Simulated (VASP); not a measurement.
# Ta (Im-3m) in VASP: notebook

Ta is run at these levels: r2SCAN; tasks: single point.

All numbers are computed with VASP 6.6.1; they aren't measurements. Logs are shortened: lines on timing, memory, paths and dates and some standing lists are left out, and cuts for length are marked.

**1. The cell of the first run**

Symmetry: Im-3m, No. 229, cubic system. Conventional cell: a = 3.289 Å, b = 3.289 Å, c = 3.289 Å, α = 90.00°, β = 90.00°, γ = 90.00°. Within 3.8 Å of Ta (site symmetry m-3m) lie 14 Ta at 2.85 to 3.29 Å.

**2. Single point, r2SCAN**

Input file POSCAR:

```
Ta
1.0
   -1.6444653256      1.6444653256      1.6444653256
    1.6444653256     -1.6444653256      1.6444653256
    1.6444653256      1.6444653256     -1.6444653256
Ta
1
Direct
    0.0000000000      0.0000000000      0.0000000000
```

Input file INCAR.step1:

```
PREC = Accurate
ENCUT = 520
ISMEAR = 1
SIGMA = 0.05
LREAL = False
LASPH = True
NELM = 60
NBANDS = 12
GGA = PE
ALGO = Normal
EDIFF = 1E-4
LWAVE = True
LCHARG = False
```

Input file INCAR.step2:

```
PREC = Accurate
ENCUT = 520
EDIFF = 1E-6
ISMEAR = 1
SIGMA = 0.05
LREAL = False
LASPH = True
NELM = 60
ALGO = Normal
ISIF = 2
LWAVE = False
LCHARG = False
METAGGA = R2SCAN
LMIXTAU = True
NBANDS = 12
ISTART = 1
```

Input file KPOINTS:

```
Automatic mesh
0
Gamma
  17 17 17
```

Potentials or basis: VASP PAW PBE potentials, release 64 (Ta_pv).

Started as:

```sh
> cat potpaw_PBE.64/Ta_pv/POTCAR > POTCAR
> cp INCAR.step1 INCAR
> mpirun -np 1 vasp_std > vasp.out
> cp INCAR.step2 INCAR
> mpirun -np 1 vasp_std > vasp.out
```

OUTCAR:

```text
PREC = Accurate
   ENCUT = 520
   EDIFF = 1E-6
   ISMEAR = 1
   LREAL = False
   LASPH = True
   NELM = 60
   ISIF = 2
   METAGGA = R2SCAN
   ISTART = 1

 ion  position               nearest neighbor table
   1  0.000  0.000  0.000-

  LATTYP: Found a body centered cubic cell.
 ALAT       =     3.2889306512

  Lattice vectors:

 A1 = (  -1.6444653256,   1.6444653256,   1.6444653256)
 A2 = (   1.6444653256,  -1.6444653256,   1.6444653256)
 A3 = (   1.6444653256,   1.6444653256,  -1.6444653256)

Analysis of symmetry for initial positions (statically):
=====================================================================
 Subroutine PRICEL returns:
 Original cell was already a primitive cell.

 Routine SETGRP: Setting up the symmetry group for a
 body centered cubic supercell.

 Subroutine GETGRP returns: Found 48 space group operations
 (whereof 48 operations were pure point group operations)
 out of a pool of 48 trial point group operations.

The static configuration has the point symmetry O_h .

Analysis of symmetry for dynamics (positions and initial velocities):
=====================================================================
 Subroutine PRICEL returns:
 Original cell was already a primitive cell.

 Routine SETGRP: Setting up the symmetry group for a
 body centered cubic supercell.

 Subroutine GETGRP returns: Found 48 space group operations
 (whereof 48 operations were pure point group operations)
 out of a pool of 48 trial point group operations.

The dynamic configuration has the point symmetry O_h .

 Subroutine INISYM returns: Found 48 space group operations
 (whereof 48 operations are pure point group operations),
 and found     1 'primitive' translations

----------------------------------------------------------------------------------------

                                     Primitive cell

  volume of cell :      17.7883

  direct lattice vectors                    reciprocal lattice vectors
    -1.644465326  1.644465326  1.644465326     0.000000000  0.304050193  0.304050193
     1.644465326 -1.644465326  1.644465326     0.304050193  0.000000000  0.304050193
     1.644465326  1.644465326 -1.644465326     0.304050193  0.304050193  0.000000000

  length of vectors
     2.848297495  2.848297495  2.848297495     0.429991907  0.429991907  0.429991907

  position of ions in fractional coordinates (direct lattice)
     0.000000000  0.000000000  0.000000000

  ion indices of the primitive-cell ions
   primitive index   ion index
                 1           1

----------------------------------------------------------------------------------------

 KPOINTS: Automatic mesh

Automatic generation of k-mesh.
 Grid dimensions read from file:
 generate k-points for:   17   17   17

 Generating k-lattice:

  Cartesian coordinates                     Fractional coordinates (reciprocal lattice)
     0.000000000  0.017885305  0.017885305     0.058823529  0.000000000  0.000000000
     0.017885305  0.000000000  0.017885305     0.000000000  0.058823529  0.000000000
     0.017885305  0.017885305  0.000000000     0.000000000  0.000000000  0.058823529

  Length of vectors
     0.025293642  0.025293642  0.025293642

  Shift w.r.t. Gamma in fractional coordinates (k-lattice)
     0.000000000  0.000000000  0.000000000

 Subroutine IBZKPT returns following result:
 ===========================================

 Found    165 irreducible k-points:

 Following reciprocal coordinates:
            Coordinates               Weight
  0.000000  0.000000  0.000000      1.000000
  0.058824  0.000000  0.000000     12.000000
  0.117647  0.000000  0.000000     12.000000
  0.176471  0.000000  0.000000     12.000000
  0.235294  0.000000  0.000000     12.000000
  0.294118  0.000000  0.000000     12.000000
[... 16 lines left out ...]
  0.411765  0.117647  0.000000     48.000000
  0.176471  0.176471  0.000000     24.000000
 [... further k-points ...]
   k-points           NKPTS =    165   k-points in BZ     NKDIM =    165   number of bands    NBANDS=     12
   number of dos      NEDOS =    301   number of ions     NIONS =      1
   total plane-waves  NPLWV =  13824
   dimension x,y,z NGX =    24 NGY =   24 NGZ =   24
   dimension x,y,z NGXF=    48 NGYF=   48 NGZF=   48
   ions per type =               1
   NGX,Y,Z   is equivalent  to a cutoff of  14.01, 14.01, 14.01 a.u.
   NGXF,Y,Z  is equivalent  to a cutoff of  28.02, 28.02, 28.02 a.u.
 SYSTEM =  unknown system
   PREC   = accura    normal or accurate (medium, high low for compatibility)
   ISTART =      1    job   : 0-new  1-cont  2-samecut
   ICHARG =      0    charge: 1-file 2-atom 10-const
   ISPIN  =      1    spin polarized calculation?
   LNONCOLLINEAR =      F non collinear calculations
   LSORBIT =      F    spin-orbit coupling
   LASPH  =      T    aspherical Exc in radial PAW
   ENCUT  =  520.0 eV  38.22 Ry    6.18 a.u.   5.30  5.30  5.30*2*pi/ulx,y,z
   NELM   =     60;   NELMIN=  2; NELMDL=  0     # of ELM steps
   EDIFF  = 0.1E-05   stopping-criterion for ELM
   LREAL  =      F    real-space projection
   EDIFFG = 0.1E-04   stopping-criterion for IOM
   NSW    =      0    number of steps for IOM
   IBRION =     -1    ionic relax: 0-MD 1-quasi-New 2-CG
   NFREE  =      0    steps in history (QN), initial steepest desc. (CG)
   ISIF   =      2    stress and relaxation
   ISYM   =      2    0-nonsym 1-usesym 2-fastsym
   POTIM  = 0.5000    time-step for ionic-motion
   TEBEG  =    0.0;   TEEND  =   0.0 temperature during run
   PSTRESS=    0.0 pullay stress
   NELECT =      11.0000    total number of electrons
   NUPDOWN=      -1.0000    fix difference up-down
   EMIN   =  10.00;   EMAX   =-10.00  energy-range for DOS
   EFERMI =   0.00;   METHOD = LEGACY
   ISMEAR =     1;   SIGMA  =   0.05  broadening in eV -4-tet -1-fermi 0-gaus
   EFERMI_NEDOS =   21; number of points for ismear=-14 and -15
   IALGO  =     38    algorithm
   IMIX   =      4    mixing-type and parameters
     AMIX     =   0.40;   BMIX     =  1.00
     AMIX_MAG =   1.60;   BMIX_MAG =  1.00
  volume/ion in A,a.u.               =      17.79       120.04
  Fermi-wavevector in a.u.,A,eV,Ry     =   1.394743  2.635683 26.467541  1.945309
  Thomas-Fermi vector in A             =   2.518263
   LORBIT       =      0    0 simple, 1 ext, 2 COOP (PROOUT), +10 PAW based schemes
   METAGGA = R2SCAN    functional components
   LHFCALC =     F    Hartree Fock is set to
   AEXX    =    0.0000 exact exchange contribution
   IVDW    =     0    specifies the selected vdW correction
   LEPSILON=     F    determine dielectric tensor
   LRPA    =     F    only Hartree local field effects (RPA)
 non-spin polarized calculation
 Methfessel and Paxton  Order N= 1 SIGMA  =   0.05
  energy-cutoff  :      520.00
  volume of cell :       17.79
 maximum number of plane-waves:       489
 NGX is ok and might be reduce to    24
   NGX = 11   NGY = 11   NGZ = 11

 number of electron      11.0000002 magnetization

 Free energy of the ion-electron system (eV)
  ---------------------------------------------------
  ext. energy  EPLUGINS =         0.00000000
  ---------------------------------------------------
  free energy    TOTEN  =       -48.57572309 eV

  energy without entropy =      -48.57531059  energy(sigma->0) =      -48.57558559

 E-fermi :   5.4298     XC(G=0): -13.8443

 val. band max:        5.4233963456   @ k =  -0.4118  -0.4706   0.0588
 cond. band min:       5.4403472686   @ k =  -0.2353   0.2353   0.1176
 fundamental gap:      0.0169509229
 Fermi energy:         5.4297960460

 k-point     1 :       0.0000    0.0000    0.0000
  band No.  band energies     occupation
      1     -28.7451      2.00000
      2     -28.7451      2.00000
      3     -28.7451      2.00000
      4      -2.9512      2.00000
      5       6.2677     -0.00000
      6       6.2677     -0.00000
      7       6.2677     -0.00000
      8       9.7989      0.00000
      9       9.7989      0.00000
     10      17.5934      0.00000
     11      21.2643      0.00000
     12      21.2643      0.00000

 k-point     2 :       0.0588    0.0000    0.0000
  band No.  band energies     occupation
      1     -28.7927      2.00000
      2     -28.7594      2.00000
      3     -28.7454      2.00000
      4      -2.7867      2.00000
      5       6.1584     -0.00000
      6       6.2344     -0.00000
      7       6.4273     -0.00000
      8       9.6189      0.00000
      9       9.7975      0.00000
     10      17.5934      0.00000
     11      21.4129      0.00000
     12      21.5532      0.00000

 k-point     3 :       0.1176    0.0000    0.0000
  band No.  band energies     occupation
      1     -28.9271      2.00000
      2     -28.8004      2.00000
      3     -28.7462      2.00000
      4      -2.3126      2.00000
      5       5.8604     -0.00000
      6       6.0931     -0.00000
      7       6.9004      0.00000
      8       9.2596      0.00000
      9       9.8044      0.00000
     10      17.5933      0.00000
     11      21.7743      0.00000
     12      22.3868      0.00000
[... 286 lines left out ...]
 k-point    23 :       0.4118    0.1176    0.0000
  band No.  band energies     occupation
      1     -29.9678      2.00000
      2     -29.2086      2.00000
      3     -28.8161      2.00000
      4       1.2750      2.00000
      5       3.9122      2.00000
      6       6.1602     -0.00000
      7       9.4921      0.00000
      8      10.9781      0.00000
      9      14.1150      0.00000
     10      17.3741      0.00000
     11      17.6305      0.00000
     12      19.0514      0.00000

 k-point    24 :       0.1765    0.1765    0.0000
  band No.  band energies     occupation
      1     -29.5775      2.00000
      2     -29.0192      2.00000
      3     -28.8308      2.00000
      4       0.4996      2.00000
      5       4.5305      2.00000
      6       4.8251      2.00000
      7       8.7425      0.00000
      8      10.4660      0.00000
      9      10.6350      0.00000
     10      17.5925      0.00000
     11      20.9680      0.00000
     12      23.0642      0.00000

 [... further k-points ...]
[... 5 lines left out ...]
  --------------------------------------------------------------------------------------
  -------------------------------------------------------------------------------------
  Total        0.4057894      0.4057894      0.4057894      0.0000000      0.0000000     -0.0000000
  in kB       36.5491406     36.5491406     36.5491406      0.0000000      0.0000000     -0.0000000
  external PRESSURE =      36.5491406 kB  Pullay stress =       0.0000000 kB

 VOLUME and BASIS-vectors are now :
 -----------------------------------------------------------------------------
  energy-cutoff  :      520.00
  volume of cell :       17.79
      direct lattice vectors                 reciprocal lattice vectors
    -1.644465326  1.644465326  1.644465326     0.000000000  0.304050193  0.304050193
     1.644465326 -1.644465326  1.644465326     0.304050193  0.000000000  0.304050193
     1.644465326  1.644465326 -1.644465326     0.304050193  0.304050193  0.000000000

 POSITION                                       TOTAL-FORCE (eV/Angst)
 -----------------------------------------------------------------------------------
      0.00000      0.00000      0.00000        -0.000000      0.000000     -0.000000
 -----------------------------------------------------------------------------------
    total drift:                                0.000000      0.000000     -0.000000

  FREE ENERGIE OF THE ION-ELECTRON SYSTEM (eV)
  ---------------------------------------------------
  free  energy   TOTEN  =       -48.5757230873 eV

  energy  without entropy=      -48.5753105927  energy(sigma->0) =      -48.57558559
```

Wall time 56 s (1 thread of Intel Xeon 6975P-C, shared host); peak memory 0.17 GiB.

Results:

```yaml
Free_energy: -48.5757 eV
Pressure: 3.7 GPa
```

Levels at points of the mesh, in eV from the Fermi level:
| k point | band 4 | band 5 | band 6 | band 7 | band 8 | band 9 |
| --- | --- | --- | --- | --- | --- | --- |
| (0.00, 0.00, 0.00) | -8.38 | 0.84 | 0.84 | 0.84 | 4.37 | 4.37 |

Caveat: the PAW data sets were made with another functional, which shifts forces and pressure a little; spin-orbit coupling is left out, which moves the levels of the heavy elements.

**3. Single point, r2SCAN**

This run uses another cell than the first one, of 18.06 Å³/atom, 1.015 times its volume.

Input file POSCAR:

```
Ta
1.0
   -1.6527708469      1.6527708469      1.6527708469
    1.6527708469     -1.6527708469      1.6527708469
    1.6527708469      1.6527708469     -1.6527708469
Ta
1
Direct
    0.0000000000      0.0000000000      0.0000000000
```

Input file INCAR.step1:

```
PREC = Accurate
ENCUT = 520
ISMEAR = 1
SIGMA = 0.05
LREAL = F
LASPH = T
NELM = 100
NBANDS = 12
GGA = PE
ALGO = Normal
EDIFF = 1E-4
LWAVE = T
LCHARG = F
```

Input file INCAR.step2:

```
PREC = Accurate
ENCUT = 520
EDIFF = 1E-6
ISMEAR = 1
SIGMA = 0.05
LREAL = F
LASPH = T
NELM = 100
ALGO = Normal
ISIF = 2
LWAVE = F
LCHARG = F
METAGGA = R2SCAN
LMIXTAU = T
NBANDS = 12
ISTART = 1
```

KPOINTS is that of step 2.

Potentials or basis: VASP PAW PBE potentials, release 64 (Ta_pv).

Started as:

```sh
> cat potpaw_PBE.64/Ta_pv/POTCAR > POTCAR
> cp INCAR.step1 INCAR
> mpirun -np 1 vasp_std > vasp.out
> cp INCAR.step2 INCAR
> mpirun -np 1 vasp_std > vasp.out
```

OUTCAR:

```text
PREC = Accurate
   ENCUT = 520
   EDIFF = 1E-6
   ISMEAR = 1
   LREAL = F
   LASPH = T
   NELM = 100
   ISIF = 2
   METAGGA = R2SCAN
   ISTART = 1

 ion  position               nearest neighbor table
   1  0.000  0.000  0.000-

  LATTYP: Found a body centered cubic cell.
 ALAT       =     3.3055416938

  Lattice vectors:

 A1 = (  -1.6527708469,   1.6527708469,   1.6527708469)
 A2 = (   1.6527708469,  -1.6527708469,   1.6527708469)
[... 529 lines left out ...]
      1     -29.7264      2.00000
      2     -29.1957      2.00000
      3     -29.0162      2.00000
      4       0.3924      2.00000
      5       4.4381      2.00000
      6       4.7232      2.00000
      7       8.5835      0.00000
      8      10.2593      0.00000
      9      10.4293      0.00000
     10      17.3894      0.00000
     11      20.6702      0.00000
     12      22.7535      0.00000

 [... further k-points ...]
[... 5 lines left out ...]
  --------------------------------------------------------------------------------------
  -------------------------------------------------------------------------------------
  Total        0.0729848      0.0729848      0.0729848     -0.0000000      0.0000000     -0.0000000
  in kB        6.4750805      6.4750805      6.4750805     -0.0000000      0.0000000     -0.0000000
  external PRESSURE =       6.4750805 kB  Pullay stress =       0.0000000 kB

 VOLUME and BASIS-vectors are now :
 -----------------------------------------------------------------------------
  energy-cutoff  :      520.00
  volume of cell :       18.06
      direct lattice vectors                 reciprocal lattice vectors
    -1.652770847  1.652770847  1.652770847     0.000000000  0.302522277  0.302522277
     1.652770847 -1.652770847  1.652770847     0.302522277  0.000000000  0.302522277
     1.652770847  1.652770847 -1.652770847     0.302522277  0.302522277  0.000000000

 POSITION                                       TOTAL-FORCE (eV/Angst)
 -----------------------------------------------------------------------------------
      0.00000      0.00000      0.00000         0.000000     -0.000000      0.000000
 -----------------------------------------------------------------------------------
    total drift:                                0.000000      0.000000     -0.000000

  FREE ENERGIE OF THE ION-ELECTRON SYSTEM (eV)
  ---------------------------------------------------
  free  energy   TOTEN  =       -48.5793802824 eV

  energy  without entropy=      -48.5791721331  energy(sigma->0) =      -48.57931090
```

OUTCAR.step1:

```text
PREC = Accurate
   ENCUT = 520
   ISMEAR = 1
   LREAL = F
   LASPH = T
[... 576 lines left out ...]

 POSITION                                       TOTAL-FORCE (eV/Angst)
 -----------------------------------------------------------------------------------
      0.00000      0.00000      0.00000         0.000000      0.000000     -0.000000
 -----------------------------------------------------------------------------------
    total drift:                               -0.000000      0.000000      0.000000

  FREE ENERGIE OF THE ION-ELECTRON SYSTEM (eV)
  ---------------------------------------------------
  free  energy   TOTEN  =       -11.8114536613 eV

  energy  without entropy=      -11.8114596512  energy(sigma->0) =      -11.81145566
```

OSZICAR.step1:

```text
N       E                     dE             d eps       ncg     rms          rms(c)
DAV:   1     0.620995148307E+02    0.62100E+02   -0.60818E+03  3980   0.877E+02
DAV:   2    -0.112258694255E+02   -0.73325E+02   -0.71504E+02  4416   0.247E+02
DAV:   3    -0.122710306006E+02   -0.10452E+01   -0.10369E+01  4740   0.276E+01
DAV:   4    -0.122740959136E+02   -0.30653E-02   -0.30651E-02  4348   0.160E+00
DAV:   5    -0.122741054478E+02   -0.95342E-05   -0.95338E-05  4660   0.879E-02    0.134E+01
DAV:   6    -0.119190139823E+02    0.35509E+00   -0.28449E-01  4664   0.578E+00    0.654E+00
DAV:   7    -0.118122795579E+02    0.10673E+00   -0.25873E-01  4592   0.512E+00    0.379E-01
DAV:   8    -0.118114640620E+02    0.81550E-03   -0.82180E-03  4272   0.740E-01    0.174E-01
DAV:   9    -0.118114536613E+02    0.10401E-04   -0.10711E-04  3528   0.114E-01
   1 F= -.11811454E+02 E0= -.11811456E+02  d E =0.598989E-05
```

Run time: 50 s. Hardware: 1 thread of Intel Xeon 6975P-C, shared host; peak memory 0.17 GiB.

What came out:

| Property | Result |
| --- | --- |
| Free energy | -48.5794 eV |
| Pressure | 0.6 GPa |

Caveat: the PAW data sets were made with another functional, which shifts forces and pressure a little; spin-orbit coupling is left out, which moves the levels of the heavy elements.

**4. Single point, r2SCAN**

This run uses another cell than the first one, of 18.33 Å³/atom, 1.030 times its volume.

Input file POSCAR:

```
Ta
1.0
   -1.6609937228      1.6609937228      1.6609937228
    1.6609937228     -1.6609937228      1.6609937228
    1.6609937228      1.6609937228     -1.6609937228
Ta
1
Direct
    0.0000000000      0.0000000000      0.0000000000
```

Input file INCAR.step1:

```
PREC = Accurate ; ENCUT = 520
ISMEAR = 1 ; SIGMA = 0.05
LREAL = False ; LASPH = True
NELM = 80 ; NBANDS = 12
GGA = PE ; ALGO = Normal
EDIFF = 1E-4 ; LWAVE = True
LCHARG = False
```

Input file INCAR.step2:

```
PREC = Accurate ; ENCUT = 520
EDIFF = 1E-6 ; ISMEAR = 1
SIGMA = 0.05 ; LREAL = False
LASPH = True ; NELM = 80
ALGO = Normal ; ISIF = 2
LWAVE = False ; LCHARG = False
METAGGA = R2SCAN ; LMIXTAU = True
NBANDS = 12 ; ISTART = 1
```

KPOINTS is that of step 3.

Started as:

```sh
> cat potpaw_PBE.64/Ta_pv/POTCAR > POTCAR
> cp INCAR.step1 INCAR
> mpirun -np 1 vasp_std > vasp.out
> cp INCAR.step2 INCAR
> mpirun -np 1 vasp_std > vasp.out
```

Wall time 57 s (1 thread of Intel Xeon 6975P-C, shared host); peak memory 0.17 GiB.

The run converged. Its results:

| Quantity | Value |
| --- | --- |
| Free energy | -48.5781 eV |
| Pressure | -2.2 GPa |

Levels at points of the mesh, in eV from the Fermi level:
| k point | band 4 | band 5 | band 6 | band 7 | band 8 | band 9 |
| --- | --- | --- | --- | --- | --- | --- |
| (0.00, 0.00, 0.00) | -8.27 | 0.83 | 0.83 | 0.83 | 4.26 | 4.26 |

Caveat: the PAW data sets were made with another functional, which shifts forces and pressure a little; spin-orbit coupling is left out, which moves the levels of the heavy elements.

**5. Summary**

```csv
cell,gap on the mesh (eV),pressure (GPa)
"a = 2.848 Å, angles 109.5°, 1 atom",none,3.7
"a = 2.863 Å, angles 109.5°, 1 atom",none,0.6
"a = 2.877 Å, angles 109.5°, 1 atom",none,-2.2
```

Alike in all rows: task single point; level r2SCAN; potentials or basis VASP PAW PBE potentials, release 64 (Ta_pv); no spin polarisation; k mesh 17 × 17 × 17; cutoff (eV) 520; smearing methfessel-paxton 0.05 eV.

Caveats: the PAW data sets were made with another functional, which shifts forces and pressure a little; spin-orbit coupling is left out, which moves the levels of the heavy elements.

Total energies depend on the potentials used, so only differences within one code and one set of settings carry meaning.
